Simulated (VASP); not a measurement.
# Si in VASP: a series of runs, part 2 of 2

VASP 6.6.1.

## 5. Single point, LDA, collinear spin

Contents of INCAR:

```
SYSTEM = Si
PREC = Accurate
ENCUT = 520
EDIFF = 1E-7
ISMEAR = 0
SIGMA = 0.05
LREAL = .False.
LASPH = .True.
NELM = 150
ALGO = Normal
ISIF = 2
LWAVE = .False.
LCHARG = .False.
ISPIN = 2
MAGMOM = 0 0 0 0 2
LORBIT = 11
LDIPOL = .True.
IDIPOL = 3
DIPOL = 0.5 0.5 0.332
GGA = CA
NBANDS = 22
```

Contents of KPOINTS:

```
Automatic mesh
0
Gamma
  7 7 1
  0 0 0
```

Contents of POSCAR:

```
Si
1.0
    3.8195065206      0.0000000000      0.0000000000
    0.0000000000      3.8195065206      0.0000000000
    0.0000000000      0.0000000000     21.0645252450
Si
5
Direct
    0.0000000000      0.5000000000      0.1898927203
    0.0000000000      0.0000000000      0.2540004780
    0.5000000000      0.0000000000      0.3202822601
    0.5000000000      0.5000000000      0.3828486591
    0.8750000000      0.8750000000      0.5143493679
```

Potentials or basis: VASP PAW LDA potentials, release 64 (Si).

On the command line:

```bash
cat potpaw_LDA.64/Si/POTCAR > POTCAR
mpirun -np 1 vasp_std > vasp.out
```

OUTCAR:

```text
SYSTEM = Si
   PREC = Accurate
   ENCUT = 520
   EDIFF = 1E-7
   ISMEAR = 0
   LREAL = .False.
   LASPH = .True.
   NELM = 150
   ISIF = 2
   ISPIN = 2
   LORBIT = 11
   GGA = CA

 ion  position               nearest neighbor table
   1  0.000  0.500  0.190-   2 2.34   2 2.34
   2  0.000  0.000  0.254-   1 2.34   1 2.34   3 2.37   3 2.37
   3  0.500  0.000  0.320-   4 2.32   4 2.32   2 2.37   2 2.37
   4  0.500  0.500  0.383-   3 2.32   3 2.32
   5  0.875  0.875  0.514-

  LATTYP: Found a simple tetragonal cell.
 ALAT       =     3.8195065206
 C/A-ratio  =     5.5149860673

  Lattice vectors:

 A1 = (   3.8195065206,   0.0000000000,   0.0000000000)
 A2 = (   0.0000000000,   3.8195065206,   0.0000000000)
 A3 = (   0.0000000000,   0.0000000000,  21.0645252450)

[... 1435 lines left out ...]
      0.00000      1.90975      4.00000         0.055237      0.010864      0.102683
      0.00000      0.00000      5.35040        -0.010648      0.084605      0.126659
      1.90975      0.00000      6.74659        -0.038710     -0.108874     -0.093699
      1.90975      1.90975      8.06453         0.200594      0.462984      1.012464
      3.34207      3.34207     10.83453        -0.206473     -0.449579     -1.148106
 -----------------------------------------------------------------------------------
    total drift:                                0.000003     -0.000002      0.000005

  FREE ENERGIE OF THE ION-ELECTRON SYSTEM (eV)
  ---------------------------------------------------
  free  energy   TOTEN  =       -22.9086928250 eV

  energy  without entropy=      -22.9024546857  energy(sigma->0) =      -22.90557376

 vacuum level on the upper side and lower side of the slab         3.048         4.053

 total charge

# of ion       s       p       d       tot
------------------------------------------
    1        0.868   0.729   0.000   1.597
    2        0.780   0.914   0.000   1.694
    3        0.778   0.914   0.000   1.692
    4        0.842   0.743   0.000   1.586
    5        0.959   0.485   0.000   1.444
--------------------------------------------------
tot          4.227   3.785   0.000   8.012

 magnetization (x)

# of ion       s       p       d       tot
------------------------------------------
    1        0.002   0.011   0.000   0.013
    2        0.000   0.004   0.000   0.004
    3        0.001   0.005   0.000   0.005
    4        0.001   0.005   0.000   0.006
    5        0.003   0.064   0.000   0.066
--------------------------------------------------
tot          0.006   0.088   0.000   0.095
```

OSZICAR:

```text
N       E                     dE             d eps       ncg     rms          rms(c)
DAV:   1     0.667672351087E+02    0.66767E+02   -0.60248E+03  2200   0.641E+02
DAV:   2    -0.173647230381E+02   -0.84132E+02   -0.80121E+02  3020   0.110E+02
DAV:   3    -0.239483206275E+02   -0.65836E+01   -0.64823E+01  2816   0.297E+01
[... 23 lines left out ...]
DAV:  27    -0.229086915290E+02   -0.19433E-05   -0.33418E-07  2470   0.127E-03    0.700E-04
DAV:  28    -0.229086923402E+02   -0.81116E-06   -0.14596E-07  2474   0.832E-04    0.336E-04
DAV:  29    -0.229086926280E+02   -0.28787E-06   -0.39255E-08  2326   0.491E-04    0.146E-04
DAV:  30    -0.229086927617E+02   -0.13368E-06   -0.19373E-08  2126   0.330E-04    0.872E-05
DAV:  31    -0.229086928250E+02   -0.63288E-07   -0.57581E-09  2178   0.194E-04
   1 F= -.22908693E+02 E0= -.22905574E+02  d E =-.623814E-02  mag=     0.3092
```

stdout:

```text
POSCAR found type information on POSCAR Si
 POSCAR found :  1 types and       5 ions
 scaLAPACK will be used
 LDA part: xc-table for (Slater(with rela. corr.)+CA(PZ))
 , standard interpolation
 POSCAR, INCAR and KPOINTS ok, starting setup
 FFT: planning ... GRIDC
 FFT: planning ... GRID_SOFT
 FFT: planning ... GRID
 WAVECAR not read
 entering main loop
```

Wall time 9.9 min (1 thread of AMD EPYC 7R43 (Zen 3), shared host); peak memory 0.39 GiB.

Results:

| Property | Result |
| --- | --- |
| Free energy | -22.9087 eV |
| Largest force | 1.250 eV/Å |
| Net moment | 0.31 μB per cell |
| Site moments | Si +0.01, +0.00, +0.07 (each value once) μB |
| Valence electrons inside the program's atomic spheres | Si 1.60, 1.69, 1.59, 1.44 (each value once) |

Forces in eV/Å, atoms in the order of the input:
```
Si   0.055  0.011  0.103
Si  -0.011  0.085  0.127
Si  -0.039 -0.109 -0.094
Si   0.201  0.463  1.012
Si  -0.206 -0.450 -1.148
```

Levels at points of the mesh, in eV from the Fermi level:
Spin up:
```csv
k point,band 8,band 9,band 10,band 11,band 12,band 13
"(0.00, 0.00, 0.00)",-0.64,-0.34,1.07,1.22,1.60,1.79
```
Spin down:
```tsv
k point	band 8	band 9	band 10	band 11	band 12	band 13
(0.00, 0.00, 0.00)	-0.62	-0.27	1.12	1.26	1.63	1.83
```

Caveat: a moment this small can come from the mesh or the smearing.

## 6. Single point, LDA, collinear spin

Contents of INCAR:

```
ALGO = Normal ; DIPOL = 0.5 0.5 0.344
EDIFF = 1E-6 ; ENCUT = 520
GGA = CA ; IDIPOL = 3
ISIF = 2 ; ISMEAR = 0
ISPIN = 2 ; LASPH = T
LCHARG = F ; LDIPOL = T
LORBIT = 11 ; LREAL = F
LWAVE = F ; MAGMOM = 0 0 0 0 2
NBANDS = 22 ; NELM = 150
PREC = Accurate ; SIGMA = 0.05
```

Contents of KPOINTS:

```
k-points
0
Gamma
  7 7 1
```

POSCAR: that of step 5 with these lines changed.

```diff
@@ -12,2 +12,2 @@
     0.5000000000      0.5000000000      0.3828486591
-    0.8750000000      0.8750000000      0.5143493679
+    0.8750000000      0.8750000000      0.5713171840
```

Potentials or basis: VASP PAW LDA potentials, release 64 (Si).

On the command line:

```bash
cat potpaw_LDA.64/Si/POTCAR > POTCAR
mpirun -np 1 vasp_std > vasp.out
```

OUTCAR:

```text
EDIFF = 1E-6
   ENCUT = 520
   GGA = CA
   ISIF = 2
   ISMEAR = 0
   ISPIN = 2
   LASPH = T
   LORBIT = 11
   LREAL = F
   NELM = 150
   PREC = Accurate

 ion  position               nearest neighbor table
   1  0.000  0.500  0.190-   2 2.34   2 2.34
   2  0.000  0.000  0.254-   1 2.34   1 2.34   3 2.37   3 2.37
   3  0.500  0.000  0.320-   4 2.32   4 2.32   2 2.37   2 2.37
   4  0.500  0.500  0.383-   3 2.32   3 2.32
   5  0.875  0.875  0.571-

  LATTYP: Found a simple tetragonal cell.
 ALAT       =     3.8195065206
 C/A-ratio  =     5.5149860673

  Lattice vectors:

 A1 = (   3.8195065206,   0.0000000000,   0.0000000000)
 A2 = (   0.0000000000,   3.8195065206,   0.0000000000)
 A3 = (   0.0000000000,   0.0000000000,  21.0645252450)

Analysis of symmetry for initial positions (statically):
[... 1415 lines left out ...]
  --------------------------------------------------------------------------------------
  -------------------------------------------------------------------------------------
  Total       -7.0384025     -4.3908427     -2.0110012     -0.0342092     -0.3282765     -0.1959306
  in kB      -36.6959802    -22.8924503    -10.4847174     -0.1783558     -1.7115285     -1.0215194
  external PRESSURE =     -23.3577160 kB  Pullay stress =       0.0000000 kB

 VOLUME and BASIS-vectors are now :
 -----------------------------------------------------------------------------
  energy-cutoff  :      520.00
  volume of cell :      307.30
      direct lattice vectors                 reciprocal lattice vectors
     3.819506521  0.000000000  0.000000000     0.261813927  0.000000000  0.000000000
     0.000000000  3.819506521  0.000000000     0.000000000  0.261813927  0.000000000
     0.000000000  0.000000000 21.064525245     0.000000000  0.000000000  0.047473180

 POSITION                                       TOTAL-FORCE (eV/Angst)
 -----------------------------------------------------------------------------------
      0.00000      1.90975      4.00000         0.012539      0.000228      0.136066
      0.00000      0.00000      5.35040        -0.002570      0.018523     -0.005919
      1.90975      0.00000      6.74659        -0.006384     -0.026663     -0.030913
      1.90975      1.90975      8.06453         0.036776      0.086564      0.280863
      3.34207      3.34207     12.03453        -0.040361     -0.078652     -0.380098
 -----------------------------------------------------------------------------------
    total drift:                                0.000005     -0.000001     -0.000109

  FREE ENERGIE OF THE ION-ELECTRON SYSTEM (eV)
  ---------------------------------------------------
  free  energy   TOTEN  =       -22.0667006925 eV

  energy  without entropy=      -22.0613189079  energy(sigma->0) =      -22.06400980

 vacuum level on the upper side and lower side of the slab         2.813         4.042

 total charge

# of ion       s       p       d       tot
------------------------------------------
    1        0.868   0.728   0.000   1.596
    2        0.783   0.909   0.000   1.693
    3        0.780   0.917   0.000   1.697
    4        0.859   0.740   0.000   1.599
    5        0.962   0.484   0.000   1.446
--------------------------------------------------
tot          4.252   3.777   0.000   8.030

 magnetization (x)

# of ion       s       p       d       tot
------------------------------------------
    1       -0.000  -0.000   0.000  -0.001
    2       -0.000  -0.000   0.000  -0.000
    3       -0.000  -0.000   0.000  -0.000
    4       -0.000  -0.001   0.000  -0.001
    5        0.001   0.010   0.000   0.011
--------------------------------------------------
tot          0.001   0.009   0.000   0.009
```

OSZICAR:

```text
N       E                     dE             d eps       ncg     rms          rms(c)
DAV:   1     0.651622205278E+02    0.65162E+02   -0.60133E+03  2200   0.641E+02
DAV:   2    -0.168004882302E+02   -0.81963E+02   -0.77780E+02  2990   0.108E+02
DAV:   3    -0.234291203533E+02   -0.66286E+01   -0.65277E+01  2814   0.297E+01
[... 21 lines left out ...]
DAV:  25    -0.220666911059E+02   -0.11772E-04   -0.99166E-06  2548   0.574E-03    0.443E-03
DAV:  26    -0.220666956201E+02   -0.45142E-05   -0.42163E-06  2520   0.382E-03    0.203E-03
DAV:  27    -0.220666980534E+02   -0.24333E-05   -0.13932E-06  2154   0.254E-03    0.149E-03
DAV:  28    -0.220667000281E+02   -0.19747E-05   -0.20106E-06  2154   0.267E-03    0.805E-04
DAV:  29    -0.220667006925E+02   -0.66436E-06   -0.31377E-07  2138   0.146E-03
   1 F= -.22066701E+02 E0= -.22064010E+02  d E =-.538178E-02  mag=     0.0336
```

stdout:

```text
POSCAR found type information on POSCAR Si
 POSCAR found :  1 types and       5 ions
 scaLAPACK will be used
 LDA part: xc-table for (Slater(with rela. corr.)+CA(PZ))
 , standard interpolation
 POSCAR, INCAR and KPOINTS ok, starting setup
 FFT: planning ... GRIDC
 FFT: planning ... GRID_SOFT
 FFT: planning ... GRID
 WAVECAR not read
 entering main loop
```

Run time: 7.9 min. Hardware: 1 thread of AMD EPYC 7R43 (Zen 3), shared host; peak memory 0.41 GiB.

What came out:

```yaml
Free_energy: -22.0667 eV
Largest_force: 0.390 eV/Å
Band_gap_on_the_k_mesh: zero (filled and empty bands overlap)
Net_moment: 0.03 μB per cell
Valence_electrons_inside_the_program's_atomic_spheres: Si 1.60, 1.69, 1.70, 1.45 (each value once)
```

Forces on the atoms (eV/Å):
```
Si   0.013  0.000  0.136
Si  -0.003  0.019 -0.006
Si  -0.006 -0.027 -0.031
Si   0.037  0.087  0.281
Si  -0.040 -0.079 -0.380
```

Levels at points of the mesh, in eV from the Fermi level:
Spin up:
```tsv
k point	band 8	band 9	band 10	band 11	band 12	band 13
(0.00, 0.00, 0.00)	-0.50	-0.43	0.58	1.37	1.78	1.97
```
Spin down:
```
           k point  band 8  band 9  band 10  band 11  band 12  band 13
(0.00, 0.00, 0.00)   -0.50   -0.42     0.58     1.37     1.78     1.97
```

## 7. Overview

| cell | gap on the mesh (eV) | moment (μB) | largest force (eV/Å) |
| --- | --- | --- | --- |
| as given, atomic positions A | none | 0.00 | 1.87 |
| as given, atomic positions B | none | 0.00 | 1.92 |
| as given, atomic positions C | none | 0.10 | 0.64 |
| as given, atomic positions D | none | 0.31 | 1.25 |
| as given, atomic positions E | none | 0.03 | 0.39 |

Alike in all rows: task single point; level LDA; potentials or basis VASP PAW LDA potentials, release 64 (Si); spin collinear; k mesh 7 × 7 × 1; cutoff (eV) 520; smearing gaussian 0.05 eV.

Caveats: a moment this small can come from the mesh or the smearing (at least some runs).

Total energies depend on the potentials used, so only differences within one code and one set of settings carry meaning.
